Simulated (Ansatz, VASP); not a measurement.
One calculation of ScCdC4N4, two programs

INCAR

```
PREC     = Accurate       # precision mode
ENCUT    = 520            # plane-wave cutoff, eV
EDIFF    = 1E-6           # SCF threshold, eV
ISMEAR   = 0              # smearing method
SIGMA    = 0.1            # smearing width, eV
LREAL    = F              # projectors in reciprocal space
LASPH    = T              # aspherical terms in the spheres
NELM     = 150            # most SCF steps
ALGO     = Normal         # electronic algorithm
ISIF     = 2              # what is computed and relaxed
LWAVE    = F              # write WAVECAR
LCHARG   = T              # write CHGCAR
ISPIN    = 2              # spin polarisation
MAGMOM   = 0 0 1 1 1 1 1 1 1 1 # initial moments
LORBIT   = 11             # projections on sites
LMAXMIX  = 4              # l up to which the mixer works
GGA      = PE             # functional
LELF     = T              # ELF
LVHAR    = T            
NBANDS   = 44             # bands
```

File KPOINTS:

```
Automatic mesh
0
Gamma
  4 4 4
```

The input POSCAR:

```
ScCdC4N4
1.0
    6.1095205500      0.0000000000      0.0000000000
    0.0000000000      6.1095205500      0.0000000000
    0.0000000000      0.0000000000      6.1095205500
Sc Cd C N
1 1 4 4
Direct
    0.5000000000      0.5000000000      0.5000000000
    0.0000000000      0.0000000000      0.0000000000
    0.1890946900      0.1890946900      0.1890946900
    0.1890946900      0.8109053100      0.8109053100
    0.8109053100      0.1890946900      0.8109053100
    0.8109053100      0.8109053100      0.1890946900
    0.2996598000      0.2996598000      0.2996598000
    0.2996598000      0.7003402000      0.7003402000
    0.7003402000      0.2996598000      0.7003402000
    0.7003402000      0.7003402000      0.2996598000
```

Input for Ansatz:

```yaml
crystal:
  lattice:
    - [6.10952055, 0.0, 0.0]
    - [0.0, 6.10952055, 0.0]
    - [0.0, 0.0, 6.10952055]
  atoms:
    - { symbol: Sc, position: [0.5, 0.5, 0.5] }
    - { symbol: Cd, position: [0.0, 0.0, 0.0] }
    - { symbol: C, position: [0.18909469, 0.18909469, 0.18909469], spin: 1.0 }
    - { symbol: C, position: [0.18909469, 0.81090531, 0.81090531], spin: 1.0 }
    - { symbol: C, position: [0.81090531, 0.18909469, 0.81090531], spin: 1.0 }
    - { symbol: C, position: [0.81090531, 0.81090531, 0.18909469], spin: 1.0 }
    - { symbol: "N", position: [0.2996598, 0.2996598, 0.2996598], spin: 1.0 }
    - { symbol: "N", position: [0.2996598, 0.7003402, 0.7003402], spin: 1.0 }
    - { symbol: "N", position: [0.7003402, 0.2996598, 0.7003402], spin: 1.0 }
    - { symbol: "N", position: [0.7003402, 0.7003402, 0.2996598], spin: 1.0 }
basis:
  ecutwfc: 420
kpoints:
  mp_grid: { grid: [4, 4, 4] }
hamiltonian:
  xc: pbe
scf:
  occupations: { method: gaussian, width: 0.1 }
  lower_state_search: "off"
output:
  forces: true
  stress: true
  eigenvalues: true
  populations: true
magnetization:
  spin_polarized: true
```

Alike in both runs: task single point; functional PBE; k mesh 4 × 4 × 4; occupations gaussian, width 0.1 eV; collinear spin.

|  | VASP | Ansatz |
| --- | --- | --- |
| version | VASP 6.6.1 | Ansatz 0.2.0 |
| potentials or method | VASP PAW PBE potentials, release 64 (Sc_sv, Cd, C, N), cutoff 520 eV | scalar-relativistic, plane waves, PAW |
| valence electrons in the cell | 59 | 67 |

Ansatz gave:

- gap on the k mesh at the Fermi level (eV): none
- pressure (GPa): 6.2
- rms of the force components (eV/Å): 0.887
- net moment per atom (μB): 0.10
- size of the moment on the site where the two differ most (μB): 0.36

Q: Which values does VASP return?

A: gap on the k mesh at the Fermi level (eV): none; pressure (GPa): 6.8; rms of the force components (eV/Å): 0.811; net moment per atom (μB): 0.10; size of the moment on the site where the two differ most (μB): 0.52.

Site moments also hang on the region over which each program counts them. Atom by atom the forces differ by 0.155 eV/Å (rms over components). A gap of «none» marks a metal or a gap that the smearing closes. VASP's potentials hold 59 valence electrons a cell and Ansatz's 67, so a difference there can come from the potentials and not from the codes.

Noted on VASP's run: the standard files for N, O and F lose accuracy on very short bonds.
